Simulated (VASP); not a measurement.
# Mo2Br (Fd-3m) in VASP: relaxation of cell and atoms with PBE

Aim: the relaxation of cell and atoms of Mo2Br with PBE.

Everything below comes from runs of VASP 6.6.1. Logs are shortened: lines on timing, memory, paths and dates and some standing lists are left out, and cuts for length are marked.

**1. The cell of the first run**

The structure is cubic, space group Fd-3m (No. 227). Conventional cell: a = 8.140 Å, b = 8.140 Å, c = 8.140 Å, α = 90.00°, β = 90.00°, γ = 90.00°. Within 3.8 Å of Mo (site symmetry -3m) lie 6 Mo at 2.88 Å and 6 Br at 3.37 Å. Within 4.4 Å of Br (site symmetry -43m) lie 12 Mo at 3.37 Å and 4 Br at 3.52 Å.

The cell was built from a structure type or drawn by symmetry, and may not be a known phase.

**2. Relaxation of cell and atoms, PBE, collinear spin**

File INCAR:

```
SYSTEM = Mo2Br
  PREC = Accurate
  ENCUT = 600
  EDIFF = 1E-6
  ISMEAR = 0
  SIGMA = 0.1
  LREAL = .False.
  LASPH = .True.
  NELM = 150
  ALGO = Normal
  ISIF = 3
  LWAVE = .False.
  LCHARG = .False.
  ISPIN = 2
  MAGMOM = 1 1 1 1 0 0
  LORBIT = 11
  LMAXMIX = 4
  GGA = PE
  IBRION = 2
  NSW = 90
  EDIFFG = -0.04
```

File KPOINTS:

```
regular mesh
0
Gamma
  4 4 4
  0 0 0
```

File POSCAR:

```
Mo2Br
1.0
    0.0000000000      4.0699413900      4.0699413900
    4.0699413900      0.0000000000      4.0699413900
    4.0699413900      4.0699413900      0.0000000000
Mo Br
4 2
Direct
    0.1250000000      0.6250000000      0.1250000000
    0.1250000000      0.1250000000      0.6250000000
    0.6250000000      0.1250000000      0.1250000000
    0.1250000000      0.1250000000      0.1250000000
    0.7500000000      0.7500000000      0.7500000000
    0.5000000000      0.5000000000      0.5000000000
```

Potentials or basis: VASP PAW PBE potentials, release 64 (Mo_sv, Br).

On the command line:

```
$ cat potpaw_PBE.64/Mo_sv/POTCAR potpaw_PBE.64/Br/POTCAR > POTCAR
$ mpirun -np 1 vasp_std > vasp.out
```

OUTCAR:

```text
SYSTEM = Mo2Br
   PREC = Accurate
   ENCUT = 600
   EDIFF = 1E-6
   ISMEAR = 0
   LREAL = .False.
   LASPH = .True.
   NELM = 150
   ISIF = 3
   ISPIN = 2
   LORBIT = 11
   GGA = PE
   IBRION = 2
   NSW = 90
   EDIFFG = -0.04

 ion  position               nearest neighbor table
   1  0.125  0.625  0.125-   4 2.88   2 2.88   2 2.88   3 2.88   4 2.88   3 2.88
   2  0.125  0.125  0.625-   4 2.88   1 2.88   3 2.88   4 2.88   1 2.88   3 2.88
   3  0.625  0.125  0.125-   4 2.88   2 2.88   1 2.88   1 2.88   2 2.88   4 2.88
   4  0.125  0.125  0.125-   1 2.88   2 2.88   3 2.88   2 2.88   1 2.88   3 2.88
   5  0.750  0.750  0.750-
   6  0.500  0.500  0.500-

  LATTYP: Found a face centered cubic cell.
 ALAT       =     8.1398827800

  Lattice vectors:

 A1 = (   0.0000000000,   4.0699413900,   4.0699413900)
 A2 = (   4.0699413900,   0.0000000000,   4.0699413900)
 A3 = (   4.0699413900,   4.0699413900,   0.0000000000)

Analysis of symmetry for initial positions (statically):
=====================================================================
 Subroutine PRICEL returns:
 Original cell was already a primitive cell.

 Routine SETGRP: Setting up the symmetry group for a
 face centered cubic supercell.

 Subroutine GETGRP returns: Found 48 space group operations
 (whereof 24 operations were pure point group operations)
 out of a pool of 48 trial point group operations.

The static configuration has the point symmetry T_d .
 The point group associated with its full space group is O_h .

Analysis of symmetry for dynamics (positions and initial velocities):
=====================================================================
 Subroutine PRICEL returns:
 Original cell was already a primitive cell.

 Routine SETGRP: Setting up the symmetry group for a
 face centered cubic supercell.

 Subroutine GETGRP returns: Found 48 space group operations
 (whereof 24 operations were pure point group operations)
 out of a pool of 48 trial point group operations.

The dynamic configuration has the point symmetry T_d .
 The point group associated with its full space group is O_h .

Analysis of structural, dynamic, and magnetic symmetry:
=====================================================================
 Subroutine PRICEL returns:
 Original cell was already a primitive cell.

 Routine SETGRP: Setting up the symmetry group for a
 face centered cubic supercell.

 Subroutine GETGRP returns: Found 48 space group operations
 (whereof 24 operations were pure point group operations)
 out of a pool of 48 trial point group operations.

The overall configuration has the point symmetry T_d .
 The point group associated with its full space group is O_h .

 Subroutine INISYM returns: Found 48 space group operations
 (whereof 24 operations are pure point group operations),
 and found     1 'primitive' translations

----------------------------------------------------------------------------------------

                                     Primitive cell

  volume of cell :     134.8325

  direct lattice vectors                    reciprocal lattice vectors
     0.000000000  4.069941390  4.069941390    -0.122851892  0.122851892  0.122851892
     4.069941390  0.000000000  4.069941390     0.122851892 -0.122851892  0.122851892
     4.069941390  4.069941390  0.000000000     0.122851892  0.122851892 -0.122851892

  length of vectors
     5.755766312  5.755766312  5.755766312     0.212785719  0.212785719  0.212785719

  position of ions in fractional coordinates (direct lattice)
     0.125000000  0.625000000  0.125000000
     0.125000000  0.125000000  0.625000000
     0.625000000  0.125000000  0.125000000
     0.125000000  0.125000000  0.125000000
     0.750000000  0.750000000  0.750000000
     0.500000000  0.500000000  0.500000000

  ion indices of the primitive-cell ions
   primitive index   ion index
                 1           1
                 2           2
                 3           3
                 4           4
                 5           5
                 6           6

----------------------------------------------------------------------------------------

 KPOINTS: regular mesh

Automatic generation of k-mesh.
 Grid dimensions read from file:
 generate k-points for:    4    4    4

 Generating k-lattice:

  Cartesian coordinates                     Fractional coordinates (reciprocal lattice)
    -0.030712973  0.030712973  0.030712973     0.250000000  0.000000000  0.000000000
     0.030712973 -0.030712973  0.030712973     0.000000000  0.250000000  0.000000000
     0.030712973  0.030712973 -0.030712973     0.000000000  0.000000000  0.250000000

  Length of vectors
     0.053196430  0.053196430  0.053196430

  Shift w.r.t. Gamma in fractional coordinates (k-lattice)
     0.000000000  0.000000000  0.000000000

 Subroutine IBZKPT returns following result:
 ===========================================

 Found      8 irreducible k-points:

 Following reciprocal coordinates:
            Coordinates               Weight
  0.000000  0.000000  0.000000      1.000000
  0.250000  0.000000  0.000000      8.000000
  0.500000  0.000000  0.000000      4.000000
  0.250000  0.250000  0.000000      6.000000
  0.500000  0.250000  0.000000     24.000000
 -0.250000  0.250000  0.000000     12.000000
  0.500000  0.500000  0.000000      3.000000
 -0.250000  0.500000  0.250000      6.000000
   k-points           NKPTS =      8   k-points in BZ     NKDIM =      8   number of bands    NBANDS=     44
   number of dos      NEDOS =    301   number of ions     NIONS =      6
   total plane-waves  NPLWV = 110592
   dimension x,y,z NGX =    48 NGY =   48 NGZ =   48
   dimension x,y,z NGXF=    96 NGYF=   96 NGZF=   96
   ions per type =               4   2
   NGX,Y,Z   is equivalent  to a cutoff of  13.86, 13.86, 13.86 a.u.
   NGXF,Y,Z  is equivalent  to a cutoff of  27.73, 27.73, 27.73 a.u.
 SYSTEM =  Mo2Br
   PREC   = accura    normal or accurate (medium, high low for compatibility)
   ISTART =      0    job   : 0-new  1-cont  2-samecut
   ICHARG =      2    charge: 1-file 2-atom 10-const
   ISPIN  =      2    spin polarized calculation?
   LNONCOLLINEAR =      F non collinear calculations
   LSORBIT =      F    spin-orbit coupling
   LASPH  =      T    aspherical Exc in radial PAW
   ENCUT  =  600.0 eV  44.10 Ry    6.64 a.u.  11.50 11.50 11.50*2*pi/ulx,y,z
   NELM   =    150;   NELMIN=  2; NELMDL= -5     # of ELM steps
   EDIFF  = 0.1E-05   stopping-criterion for ELM
   LREAL  =      F    real-space projection
   EDIFFG = -.4E-01   stopping-criterion for IOM
   NSW    =     90    number of steps for IOM
   IBRION =      2    ionic relax: 0-MD 1-quasi-New 2-CG
   NFREE  =      1    steps in history (QN), initial steepest desc. (CG)
   ISIF   =      3    stress and relaxation
   ISYM   =      2    0-nonsym 1-usesym 2-fastsym
   POTIM  = 0.5000    time-step for ionic-motion
   TEBEG  =    0.0;   TEEND  =   0.0 temperature during run
   PSTRESS=    0.0 pullay stress
   NELECT =      70.0000    total number of electrons
   NUPDOWN=      -1.0000    fix difference up-down
   EMIN   =  10.00;   EMAX   =-10.00  energy-range for DOS
   EFERMI =   0.00;   METHOD = LEGACY
   ISMEAR =     0;   SIGMA  =   0.10  broadening in eV -4-tet -1-fermi 0-gaus
   EFERMI_NEDOS =   21; number of points for ismear=-14 and -15
   IALGO  =     38    algorithm
   IMIX   =      4    mixing-type and parameters
     AMIX     =   0.40;   BMIX     =  1.00
     AMIX_MAG =   1.60;   BMIX_MAG =  1.00
  volume/ion in A,a.u.               =      22.47       151.65
  Fermi-wavevector in a.u.,A,eV,Ry     =   1.315758  2.486422 23.554667  1.731219
  Thomas-Fermi vector in A             =   2.445918
   LORBIT       =     11    0 simple, 1 ext, 2 COOP (PROOUT), +10 PAW based schemes
   GGA     = PE    functional components
   LHFCALC =     F    Hartree Fock is set to
   AEXX    =    0.0000 exact exchange contribution
   IVDW    =     0    specifies the selected vdW correction
   LEPSILON=     F    determine dielectric tensor
   LRPA    =     F    only Hartree local field effects (RPA)
 conjugate gradient relaxation of ions
 spin polarized calculation
 Gauss-broadening in eV      SIGMA  =   0.10
  energy-cutoff  :      600.00
  volume of cell :      134.83
 maximum number of plane-waves:      4573
 NGX is ok and might be reduce to    48
   NGX = 23   NGY = 23   NGZ = 23

--------------------------------------- Ionic step        1  -------------------------------------------

 number of electron      70.0000008 magnetization       1.7794889

 Free energy of the ion-electron system (eV)
  ---------------------------------------------------
  ext. energy  EPLUGINS =         0.00000000
  ---------------------------------------------------
  free energy    TOTEN  =       -38.23920965 eV

  energy without entropy =      -38.18052214  energy(sigma->0) =      -38.20986590

------------------------ aborting loop because EDIFF is reached ----------------------------------------

  FORCE on cell =-STRESS in cart. coord.  units (eV):
  Direction    XX          YY          ZZ          XY          YZ          ZX
  --------------------------------------------------------------------------------------
  -------------------------------------------------------------------------------------
  Total      -12.8835738    -12.8835738    -12.8835738      0.0000000     -0.0000000     -0.0000000
  in kB     -153.0919905   -153.0919905   -153.0919905      0.0000000     -0.0000000     -0.0000000
  external PRESSURE =    -153.0919905 kB  Pullay stress =       0.0000000 kB
[... 29 lines left out ...]
 number of electron      69.9999998 magnetization      -0.0000218

 number of electron      69.9999998 magnetization       0.0002011

 E-fermi :  11.5324     XC(G=0): -12.5923

 val. band max:       11.4900984598   @ k =   0.2500   0.0000   0.0000
 cond. band min:      11.5738326321   @ k =  -0.2500   0.2500   0.0000
 fundamental gap:      0.0837341723
 Fermi energy:        11.5324124961

 spin component 1

 k-point     1 :       0.0000    0.0000    0.0000
  band No.  band energies     occupation
      1     -49.5977      1.00000
      2     -49.1680      1.00000
      3     -49.1680      1.00000
      4     -49.1680      1.00000
      5     -25.1217      1.00000
      6     -24.1262      1.00000
[... 785 lines left out ...]
 number of electron      69.9999999 magnetization       0.0000120

 number of electron      69.9999999 magnetization      -0.0000077

 Free energy of the ion-electron system (eV)
  ---------------------------------------------------
  ext. energy  EPLUGINS =         0.00000000
  ---------------------------------------------------
  free energy    TOTEN  =       -39.65192608 eV

  energy without entropy =      -39.62695055  energy(sigma->0) =      -39.63943832

 E-fermi :   9.5075     XC(G=0): -11.8749

 val. band max:        9.4288948884   @ k =   0.5000   0.2500   0.0000
 cond. band min:       9.5316001200   @ k =  -0.2500   0.2500   0.0000
 fundamental gap:      0.1027052317
 Fermi energy:         9.5074542844

 spin component 1

 k-point     1 :       0.0000    0.0000    0.0000
  band No.  band energies     occupation
      1     -51.5346      1.00000
      2     -51.2756      1.00000
      3     -51.2756      1.00000
      4     -51.2756      1.00000
      5     -26.5490      1.00000
      6     -25.9180      1.00000
[... 777 lines left out ...]
  FREE ENERGIE OF THE ION-ELECTRON SYSTEM (eV)
  ---------------------------------------------------
  free  energy   TOTEN  =       -39.6519260838 eV

  energy  without entropy=      -39.6269505492  energy(sigma->0) =      -39.63943832

 reached required accuracy - stopping structural energy minimisation

 total charge

# of ion       s       p       d       tot
------------------------------------------
    1        2.317   6.107   4.065  12.490
    2        2.317   6.107   4.065  12.490
    3        2.317   6.107   4.065  12.490
    4        2.317   6.107   4.065  12.490
    5        1.669   2.994   0.078   4.741
    6        1.669   2.994   0.078   4.741
--------------------------------------------------
tot         12.607  30.417  16.416  59.441

 magnetization (x)

# of ion       s       p       d       tot
------------------------------------------
    1       -0.000   0.000  -0.000  -0.000
    2       -0.000   0.000  -0.000  -0.000
    3       -0.000   0.000  -0.000  -0.000
    4       -0.000   0.000  -0.000  -0.000
    5        0.000  -0.000   0.000   0.000
    6        0.000  -0.000   0.000   0.000
--------------------------------------------------
tot          0.000   0.000  -0.000  -0.000
```

It took 12 min on 1 thread of Intel Xeon 8259CL, shared host; peak memory 0.42 GiB.

What came out:

| Quantity | Value |
| --- | --- |
| Free energy | -39.6519 eV |
| Relaxed volume | 18.50 Å³/atom |
| Relaxed cell | a = 5.394 Å, b = 5.394 Å, c = 5.394 Å, α = 60.00°, β = 60.00°, γ = 60.00° |
| Space group after relaxing (to 0.1 Å) | Fd-3m (No. 227) |
| Energy gained by relaxing | 235.5 meV/atom |
| Ionic steps | 3 |
| Pressure after relaxing | -0.3 GPa |
| Band gap on the k mesh | zero (filled and empty bands overlap) |
| Net moment | 0.00 μB per cell |
| Valence electrons inside the program's atomic spheres | Mo 12.49; Br 4.74 |

Step by step:
| step | energy change (eV) | largest force (eV/Å) | pressure (GPa) | volume (Å³) |
| --- | --- | --- | --- | --- |
| 1 | 0.0000 | 0.0000 | -15.31 | 134.83 |
| 2 | -0.5854 | 0.0000 | 21.74 | 97.12 |
| 3 | -1.4127 | 0.0000 | -0.26 | 111.00 |

Final structure:
```xyz
6
Lattice="0.0000 3.8145 3.8145 3.8145 0.0000 3.8145 3.8145 3.8145 0.0000" Properties=species:S:1:pos:R:3 pbc="T T T"
Mo    2.8608    0.9536    2.8608
Mo    2.8608    2.8608    0.9536
Mo    0.9536    2.8608    2.8608
Mo    0.9536    0.9536    0.9536
Br    5.7217    5.7217    5.7217
Br    3.8145    3.8145    3.8145
```

Caveat: the volume moved by over 15 % at a fixed basis, so the end points are rough.
